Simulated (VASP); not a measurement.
# AlN: single point with PBE

The system is AlN.

```
Al N
1.0
    -3.31348    0.00000    0.00000
     0.00000    0.00000   -4.18759
     0.00000   -5.73911    0.00000
Al N
4 4
Direct
  0.53332 0.21926 0.16667
  0.96668 0.21926 0.66667
  0.03332 0.71926 0.33333
  0.46668 0.71926 0.83333
  0.53210 0.80922 0.16667
  0.96790 0.80922 0.66667
  0.03210 0.30922 0.33333
  0.46790 0.30922 0.83333
```

This cell differs from its parent crystal: atoms displaced along a vibrational mode.

```json
{
 "Program": "VASP 6.6.1",
 "Task": "single point",
 "Functional": "PBE",
 "Potentials or basis": "VASP PAW PBE potentials, release 64 (Al, N)",
 "Cutoff": "520 eV",
 "k mesh": "8 × 6 × 4",
 "Occupations": "gaussian, width 0.05 eV",
 "Spin": "no spin polarisation"
}
```

```json
{"Pressure": "14.4 GPa", "Largest force": "3.458 eV/Å", "Band gap on the k mesh": "3.76 eV"}
```

Forces on the atoms (eV/Å):
```
Al   0.348  0.070 -3.440
Al  -0.348  0.070 -3.440
Al   0.348 -0.070 -3.440
Al  -0.348 -0.070 -3.440
N    0.227  0.093  3.440
N   -0.227  0.093  3.440
N    0.227 -0.093  3.440
N   -0.227 -0.093  3.440
```

Stress tensor (GPa, compression positive):
```
-8.40  0.00  0.00
 0.00 -7.56  0.00
 0.00  0.00 59.08
```

Levels at points of the mesh, in eV from the valence-band top:
| k point | band 13 | band 14 | band 15 | band 16 | band 17 | band 18 | band 19 | band 20 |
| --- | --- | --- | --- | --- | --- | --- | --- | --- |
| (0.00, 0.00, 0.00) | -0.93 | -0.88 | -0.82 | 0.00 | 3.76 | 4.44 | 4.72 | 7.19 |
| (0.50, 0.00, 0.00) | -1.98 | -1.98 | -1.52 | -1.52 | 6.25 | 6.25 | 6.50 | 6.50 |
| (0.00, 0.50, 0.00) | -1.69 | -1.69 | -1.23 | -1.23 | 5.39 | 5.39 | 5.75 | 5.75 |
| (0.50, 0.50, 0.00) | -0.65 | -0.65 | -0.50 | -0.50 | 6.39 | 6.39 | 7.10 | 7.10 |
| (0.00, 0.00, 0.50) | -0.84 | -0.84 | -0.66 | -0.66 | 5.21 | 5.21 | 6.43 | 6.43 |
| (0.50, 0.00, 0.50) | -2.21 | -2.21 | -0.84 | -0.84 | 4.38 | 4.38 | 7.23 | 7.23 |
| (0.00, 0.50, 0.50) | -1.33 | -1.33 | -1.33 | -1.33 | 5.83 | 5.83 | 5.83 | 5.83 |
| (0.50, 0.50, 0.50) | -1.26 | -1.26 | -1.20 | -1.20 | 5.42 | 5.42 | 5.50 | 5.50 |

Run time: 2.3 min on 1 thread of Intel Xeon 8259CL (shared host), peak memory 0.24 GiB.

Caveat: the cell differs from its parent crystal (atoms displaced along a vibrational mode); the cell stands under pressure; forces of over 1 eV/Å act on the atoms, so gaps and moduli don't describe the material at rest. A k mesh can miss the band edges.
